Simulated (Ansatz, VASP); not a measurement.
# WS2 in VASP and in Ansatz

File INCAR:

```
SYSTEM = WS2
PREC     = Accurate       ! precision mode
ENCUT    = 520            ! plane-wave cutoff, eV
EDIFF    = 1E-8           ! SCF threshold, eV
ISMEAR   = -1             ! smearing method
SIGMA    = 0.08           ! smearing width, eV
LREAL    = .FALSE.        ! projectors in reciprocal space
LASPH    = .TRUE.         ! aspherical terms in the spheres
NELM     = 80             ! most SCF steps
ALGO     = Normal         ! electronic algorithm
ISIF     = 2              ! what is computed and relaxed
LWAVE    = .FALSE.        ! write WAVECAR
LCHARG   = .FALSE.        ! write CHGCAR
LEFG     = .TRUE.       
NBANDS   = 20             ! bands
```

KPOINTS

```
Automatic mesh
0
G
  13 13 13
  0 0 0
```

The input POSCAR:

```
WS2
1.0
    1.6099690384      0.9295160577      6.2842102968
   -1.6099690384      0.9295160577      6.2842102968
    0.0000000000     -1.8590321154      6.2842102968
W S
1 2
Direct
    0.0000000000      0.0000000000      0.0000000000
    0.7503000000      0.7503000000      0.7503000000
    0.5810000000      0.5810000000      0.5810000000
```

Input for Ansatz:

```yaml
crystal:
  lattice:
    - [1.6099690384, 0.9295160577, 6.2842102968]
    - [-1.6099690384, 0.9295160577, 6.2842102968]
    - [0.0, -1.8590321154, 6.2842102968]
  atoms:
    - { symbol: W, position: [0.0, 0.0, 0.0] }
    - { symbol: S, position: [0.7503, 0.7503, 0.7503] }
    - { symbol: S, position: [0.581, 0.581, 0.581] }
kpoints:
  mp_grid: { grid: [13, 13, 13] }
scf:
  occupations: { method: fermi_dirac, width: 0.08 }
hamiltonian:
  xc: lda
  pseudopotentials: { kind: all_electron, datasets: crystal }
output:
  forces: true
  stress: true
  eigenvalues: true
  efg: { contact_densities: true }
```

Change from the starting cell: volume scaled by 1.06, crystal datasets.

Alike in both runs: task electric field gradients; functional LDA; k mesh 13 × 13 × 13; occupations fermi-dirac, width 0.08 eV; no spin polarisation.

|  | VASP | Ansatz |
| --- | --- | --- |
| version | VASP 6.6.1 | Ansatz 0.2.0 |
| potentials or method | VASP PAW LDA potentials, release 64 (W_sv, S), cutoff 520 eV | all-electron PAW with datasets made for the crystal, scalar-relativistic |

|  | VASP | Ansatz | Ansatz less VASP |
| --- | --- | --- | --- |
| pressure (GPa) | -11.6 | -11.8 | -0.25 |
| traceless stress, the component that is largest in VASP (GPa) | -0.23 | -0.25 | -0.021 |
| rms of the force components (eV/Å) | 0.586 | 0.602 | +0.0160 |
| size of Vzz on the site where it differs most (V/Å²) | 146.8 | 160.8 | +14.02 |

LDA's correlation is that of Perdew and Zunger in VASP and of Perdew and Wang (1992) in Ansatz. Atom by atom the forces differ by 0.018 eV/Å (rms over components). Ansatz ran all-electron here, and VASP with PAW potentials.

Spin-orbit coupling is off throughout.
